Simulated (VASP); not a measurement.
# Sn8Se7 (P1) in VASP: single point with PBE+D3(BJ)

Aim: the single point of Sn8Se7 with PBE+D3(BJ).

All numbers are computed with VASP 6.6.1; they aren't measurements. Logs are shortened: lines on timing, memory, paths and dates and some standing lists are left out, and cuts for length are marked.

## 1. The cell of the first run

The typed cell holds 15 atoms: a = 8.435 Å, b = 8.438 Å, c = 8.440 Å, α = 58.28°, β = 58.27°, γ = 58.26°.

## 2. Single point, PBE+D3(BJ)

Contents of INCAR:

```
SYSTEM = Sn8Se7
PREC = Accurate
ENCUT = 520
EDIFF = 1E-6
ISMEAR = 0
SIGMA = 0.1
LREAL = Auto
LASPH = .True.
NELM = 60
ALGO = Normal
ISIF = 2
LWAVE = .False.
LCHARG = .False.
GGA = PE
IVDW = 12
ISYM = 0
NBANDS = 90
```

Contents of KPOINTS:

```
Automatic mesh
0
Gamma
  2 2 2
  0.5 0.5 0.5
```

Contents of POSCAR:

```
Sn8Se7
1.0
   -5.9630766765      5.9636387271     -0.1575127479
   -0.1552768709      5.9658746041     -5.9653089517
   -5.9666514889      0.1539379355     -5.9666478871
Sn Se
8 7
Direct
   -0.0141561236      0.9847865334      0.5206513426
   -0.0170209100      0.5125432507      0.5110585086
    0.0019696146      1.0010902844      0.9997583056
    0.9876163932      0.5196857405     -0.0136298097
    0.5118993290      0.9828430999      0.5103905009
    0.4993644894      0.4990226188      0.4978275835
    0.5173438428     -0.0098635764      0.9888284664
    0.5122164129      0.5113163272      0.9812362992
    0.2500908786      0.7509140176      0.7486085740
    0.2510036870      0.2497877692      0.7487872358
    0.2491073693      0.7504312210      0.2502873044
    0.2506107541      0.2503775697      0.2494668155
    0.7500257103      0.2502250960      0.7496844026
    0.7512182841      0.7497348181      0.2488107555
    0.7503791774      0.2506803719      0.2485926495
```

Potentials or basis: VASP PAW PBE potentials, release 64 (Sn_d, Se).

Launch:

```sh
$ cat potpaw_PBE.64/Sn_d/POTCAR potpaw_PBE.64/Se/POTCAR > POTCAR
$ mpirun -np 1 vasp_std > vasp.out
```

OUTCAR:

```text
SYSTEM = Sn8Se7
   PREC = Accurate
   ENCUT = 520
   EDIFF = 1E-6
   ISMEAR = 0
   LREAL = Auto
   LASPH = .True.
   NELM = 60
   ISIF = 2
   GGA = PE
   IVDW = 12
   ISYM = 0
 IVDW          = 12

 ion  position               nearest neighbor table
   1  0.986  0.985  0.521-   9 2.91  13 2.92  11 2.97  15 2.99  12 3.12
   2  0.983  0.513  0.511-  14 2.92  13 2.92  11 2.97  10 2.98  12 3.08
   3  0.002  0.001  1.000-  11 2.93  10 2.93  15 2.93   9 2.95  13 2.96  14 2.96
   4  0.988  0.520  0.986-  14 2.91   9 2.91  15 2.98  10 2.99  12 3.10
   5  0.512  0.983  0.510-   9 2.91  14 2.92  10 2.98  15 2.98  12 3.07
   6  0.499  0.499  0.498-  15 2.93  10 2.93  11 2.93  13 2.96  14 2.96   9 2.96
   7  0.517  0.990  0.989-  13 2.91  14 2.91  10 2.98  11 2.99  12 3.07
   8  0.512  0.511  0.981-  13 2.91   9 2.92  15 2.98  11 2.99  12 3.08
   9  0.250  0.751  0.749-   1 2.91   5 2.91   4 2.91   8 2.92   3 2.95   6 2.96
  10  0.251  0.250  0.749-   6 2.93   3 2.93   5 2.98   2 2.98   7 2.98   4 2.99
  11  0.249  0.750  0.250-   3 2.93   6 2.93   2 2.97   1 2.97   7 2.99   8 2.99
  12  0.251  0.250  0.249-   7 3.07   5 3.07   8 3.08   2 3.08   4 3.10   1 3.12
  13  0.750  0.250  0.750-   8 2.91   7 2.91   1 2.92   2 2.92   3 2.96   6 2.96
  14  0.751  0.750  0.249-   4 2.91   7 2.91   2 2.92   5 2.92   3 2.96   6 2.96
  15  0.750  0.251  0.249-   6 2.93   3 2.93   8 2.98   4 2.98   5 2.98   1 2.99

IMPORTANT INFORMATION: All symmetrisations will be switched off!
NOSYMM: (Re-)initialisation of all symmetry stuff for point group C_1.

----------------------------------------------------------------------------------------

                                     Primitive cell

  volume of cell :     407.9225

  direct lattice vectors                    reciprocal lattice vectors
    -5.963076677  5.963638727 -0.157512748    -0.085011213  0.084982902  0.087203801
    -0.155276871  5.965874604 -5.965308952     0.087170200  0.084917493 -0.084979404
    -5.966651489  0.153937936 -5.966647887    -0.084906439 -0.087141890 -0.084940040

  length of vectors
     8.434932162  8.438049632  8.439520951     0.148504219  0.148428850  0.148383364

  position of ions in fractional coordinates (direct lattice)
     0.985843876  0.984786533  0.520651343
     0.982979090  0.512543251  0.511058509
     0.001969615  0.001090284  0.999758306
     0.987616393  0.519685741  0.986370190
     0.511899329  0.982843100  0.510390501
     0.499364489  0.499022619  0.497827583
     0.517343843  0.990136424  0.988828466
     0.512216413  0.511316327  0.981236299
     0.250090879  0.750914018  0.748608574
     0.251003687  0.249787769  0.748787236
     0.249107369  0.750431221  0.250287304
     0.250610754  0.250377570  0.249466815
     0.750025710  0.250225096  0.749684403
     0.751218284  0.749734818  0.248810756
     0.750379177  0.250680372  0.248592649

  ion indices of the primitive-cell ions
   primitive index   ion index
                 1           1
                 2           2
                 3           3
                 4           4
                 5           5
                 6           6
                 7           7
                 8           8
                 9           9
                10          10
                11          11
                12          12
                13          13
                14          14
                15          15

----------------------------------------------------------------------------------------

 KPOINTS: Automatic mesh

Automatic generation of k-mesh.
 Grid dimensions read from file:
 generate k-points for:    2    2    2

 Generating k-lattice:

  Cartesian coordinates                     Fractional coordinates (reciprocal lattice)
    -0.042505607  0.042491451  0.043601900     0.500000000  0.000000000  0.000000000
     0.043585100  0.042458747 -0.042489702     0.000000000  0.500000000 -0.000000000
    -0.042453220 -0.043570945 -0.042470020     0.000000000  0.000000000  0.500000000

  Length of vectors
     0.074252109  0.074214425  0.074191682

  Shift w.r.t. Gamma in fractional coordinates (k-lattice)
     0.500000000  0.500000000  0.500000000

 Subroutine IBZKPT returns following result:
 ===========================================

 Found      4 irreducible k-points:

 Following reciprocal coordinates:
            Coordinates               Weight
  0.250000  0.250000  0.250000      2.000000
 -0.250000  0.250000  0.250000      2.000000
  0.250000 -0.250000  0.250000      2.000000
 -0.250000 -0.250000  0.250000      2.000000
   k-points           NKPTS =      4   k-points in BZ     NKDIM =      4   number of bands    NBANDS=     90
   number of dos      NEDOS =    301   number of ions     NIONS =     15
   total plane-waves  NPLWV = 262144
   dimension x,y,z NGX =    64 NGY =   64 NGZ =   64
   dimension x,y,z NGXF=   128 NGYF=  128 NGZF=  128
   ions per type =               8   7
   NGX,Y,Z   is equivalent  to a cutoff of  12.61, 12.61, 12.61 a.u.
   NGXF,Y,Z  is equivalent  to a cutoff of  25.23, 25.22, 25.21 a.u.
 SYSTEM =  Sn8Se7
   PREC   = accura    normal or accurate (medium, high low for compatibility)
   ISTART =      0    job   : 0-new  1-cont  2-samecut
   ICHARG =      2    charge: 1-file 2-atom 10-const
   ISPIN  =      1    spin polarized calculation?
   LNONCOLLINEAR =      F non collinear calculations
   LSORBIT =      F    spin-orbit coupling
   LASPH  =      T    aspherical Exc in radial PAW
   ENCUT  =  520.0 eV  38.22 Ry    6.18 a.u.  15.68 15.69 15.69*2*pi/ulx,y,z
   NELM   =     60;   NELMIN=  2; NELMDL= -5     # of ELM steps
   EDIFF  = 0.1E-05   stopping-criterion for ELM
   LREAL  =      T    real-space projection
   EDIFFG = 0.1E-04   stopping-criterion for IOM
   NSW    =      0    number of steps for IOM
   IBRION =     -1    ionic relax: 0-MD 1-quasi-New 2-CG
   NFREE  =      0    steps in history (QN), initial steepest desc. (CG)
   ISIF   =      2    stress and relaxation
   ISYM   =      0    0-nonsym 1-usesym 2-fastsym
   POTIM  = 0.5000    time-step for ionic-motion
   TEBEG  =    0.0;   TEEND  =   0.0 temperature during run
   PSTRESS=    0.0 pullay stress
   NELECT =     154.0000    total number of electrons
   NUPDOWN=      -1.0000    fix difference up-down
   EMIN   =  10.00;   EMAX   =-10.00  energy-range for DOS
   EFERMI =   0.00;   METHOD = LEGACY
   ISMEAR =     0;   SIGMA  =   0.10  broadening in eV -4-tet -1-fermi 0-gaus
   EFERMI_NEDOS =   21; number of points for ismear=-14 and -15
   IALGO  =     38    algorithm
   IMIX   =      4    mixing-type and parameters
     AMIX     =   0.40;   BMIX     =  1.00
     AMIX_MAG =   1.60;   BMIX_MAG =  1.00
  volume/ion in A,a.u.               =      27.19       183.52
  Fermi-wavevector in a.u.,A,eV,Ry     =   1.183194  2.235912 19.047440  1.399947
  Thomas-Fermi vector in A             =   2.319433
   LORBIT       =      0    0 simple, 1 ext, 2 COOP (PROOUT), +10 PAW based schemes
   GGA     = PE    functional components
   LHFCALC =     F    Hartree Fock is set to
   AEXX    =    0.0000 exact exchange contribution
   IVDW    =    12    specifies the selected vdW correction
   LEPSILON=     F    determine dielectric tensor
   LRPA    =     F    only Hartree local field effects (RPA)
 non-spin polarized calculation
 Gauss-broadening in eV      SIGMA  =   0.10
  energy-cutoff  :      520.00
  volume of cell :      407.92
 maximum number of plane-waves:     10982
 NGX is ok and might be reduce to    64
   NGX = 31   NGY = 31   NGZ = 31

 number of electron     154.0000008 magnetization

 Free energy of the ion-electron system (eV)
  ---------------------------------------------------
  ext. energy  EPLUGINS =         0.00000000
  ---------------------------------------------------
  free energy    TOTEN  =       -60.53989785 eV

  energy without entropy =      -60.53989785  energy(sigma->0) =      -60.53989785

 E-fermi :   6.0587     XC(G=0):  -9.6616

 val. band max:        5.5934608976   @ k =  -0.2500   0.2500   0.2500
 cond. band min:       6.6746834073   @ k =  -0.2500  -0.2500   0.2500
 fundamental gap:      1.0812225096
 Fermi energy:         6.0587364771

 k-point     1 :       0.2500    0.2500    0.2500
  band No.  band energies     occupation
      1     -15.8509      2.00000
      2     -15.8507      2.00000
      3     -15.8446      2.00000
      4     -15.8446      2.00000
      5     -15.8219      2.00000
      6     -15.8218      2.00000
[... 81 lines left out ...]
     88       8.1817      0.00000
     89       8.6778      0.00000

 k-point     2 :      -0.2500    0.2500    0.2500
  band No.  band energies     occupation
      1     -15.8478      2.00000
      2     -15.8464      2.00000
      3     -15.8451      2.00000
      4     -15.8430      2.00000
      5     -15.8203      2.00000
      6     -15.8193      2.00000
[... 81 lines left out ...]
     88       8.6438      0.00000
     89       8.8214      0.00000

 k-point     3 :       0.2500   -0.2500    0.2500
  band No.  band energies     occupation
      1     -15.8479      2.00000
      2     -15.8463      2.00000
      3     -15.8451      2.00000
      4     -15.8430      2.00000
      5     -15.8204      2.00000
      6     -15.8192      2.00000
[... 81 lines left out ...]
     88       8.6423      0.00000
     89       8.8209      0.00000

 k-point     4 :      -0.2500   -0.2500    0.2500
  band No.  band energies     occupation
      1     -15.8480      2.00000
      2     -15.8463      2.00000
      3     -15.8452      2.00000
      4     -15.8431      2.00000
      5     -15.8205      2.00000
      6     -15.8192      2.00000
[... 81 lines left out ...]
     88       8.6424      0.00000
     89       8.8208      0.00000
 [bands above 89 left out]

------------------------ aborting loop because EDIFF is reached ----------------------------------------

 Edisp (eV)   -5.34761

 E8    (eV) :    -2.4217

  FORCE on cell =-STRESS in cart. coord.  units (eV):
  Direction    XX          YY          ZZ          XY          YZ          ZX
  --------------------------------------------------------------------------------------
  -------------------------------------------------------------------------------------
  Total       0.07808     0.01019     0.09838    -0.03581    -0.01675     0.00941
  in kB       0.30669     0.04002     0.38641    -0.14064    -0.06577     0.03697
  external pressure =        0.24 kB  Pullay stress =        0.00 kB

 VOLUME and BASIS-vectors are now :
 -----------------------------------------------------------------------------
  energy-cutoff  :      520.00
  volume of cell :      407.92
      direct lattice vectors                 reciprocal lattice vectors
    -5.963076677  5.963638727 -0.157512748    -0.085011213  0.084982902  0.087203801
    -0.155276871  5.965874604 -5.965308952     0.087170200  0.084917493 -0.084979404
    -5.966651489  0.153937936 -5.966647887    -0.084906439 -0.087141890 -0.084940040

 POSITION                                       TOTAL-FORCE (eV/Angst)
 -----------------------------------------------------------------------------------
     -9.13812     11.83448     -9.13638         0.009948      0.002800     -0.016680
     -8.99047      8.99857     -6.26162         0.011115     -0.017254     -0.025209
     -5.97712      0.17215     -5.97202        -0.024941      0.025193     -0.042028
    -11.85525      9.14201     -9.14097         0.014247     -0.006604      0.000519
     -6.25043      8.99487     -8.98891        -0.019027      0.006472      0.009747
     -6.02560      6.03177     -6.02584         0.021135     -0.018363      0.030427
     -9.13870      9.14450    -11.88795        -0.005704     -0.005235      0.019940
     -8.98848      6.25617     -8.98553        -0.004668      0.009617     -0.012513
     -6.07460      6.08655     -8.98551        -0.006511     -0.003442      0.012918
     -6.00329      3.10236     -5.99735        -0.000008     -0.003450     -0.005896
     -3.09535      6.00109     -6.00917        -0.000708      0.011670      0.011338
     -3.02177      3.02668     -3.02153        -0.000188      0.006477      0.003425
     -8.98442      6.08110     -6.08391         0.009899      0.004091      0.016353
     -6.08056      8.99112     -6.07529        -0.000485     -0.009460     -0.004481
     -5.99676      6.00879     -3.09684        -0.004105     -0.002511      0.002140
 -----------------------------------------------------------------------------------
    total drift:                               -0.001381      0.027445     -0.022006

  FREE ENERGIE OF THE ION-ELECTRON SYSTEM (eV)
  ---------------------------------------------------
  free  energy   TOTEN  =       -65.8875105264 eV

  energy  without entropy=      -65.8875105264  energy(sigma->0) =      -65.88751053
```

It took 3.6 min on 1 thread of Intel Xeon Platinum 8488C (Sapphire Rapids), shared host; peak memory 0.56 GiB.

What came out:

| Property | Result |
| --- | --- |
| Free energy | -65.8875 eV |
| Pressure | 0.0 GPa |
| Largest force | 0.055 eV/Å |
| Band gap on the k mesh | 1.08 eV, indirect (the least direct gap lies 4.8 meV higher) |
| Dispersion energy per atom | -0.357 eV |

Forces in eV/Å, atoms in the order of the input:
```
Sn   0.010  0.003 -0.017
Sn   0.011 -0.017 -0.025
Sn  -0.025  0.025 -0.042
Sn   0.014 -0.007  0.001
Sn  -0.019  0.006  0.010
Sn   0.021 -0.018  0.030
Sn  -0.006 -0.005  0.020
Sn  -0.005  0.010 -0.013
Se  -0.007 -0.003  0.013
Se   0.000 -0.003 -0.006
Se  -0.001  0.012  0.011
Se   0.000  0.006  0.003
Se   0.010  0.004  0.016
Se   0.000 -0.009 -0.004
Se  -0.004 -0.003  0.002
```

Levels at points of the mesh, in eV from the valence-band top:
```tsv
k point	band 74	band 75	band 76	band 77	band 78	band 79	band 80	band 81
(0.25, 0.25, 0.25)	-0.65	-0.65	-0.28	-0.16	1.26	1.28	1.58	1.60
```

Caveat: spin-orbit coupling is left out, which moves the levels of the heavy elements. A k mesh can miss the band edges.
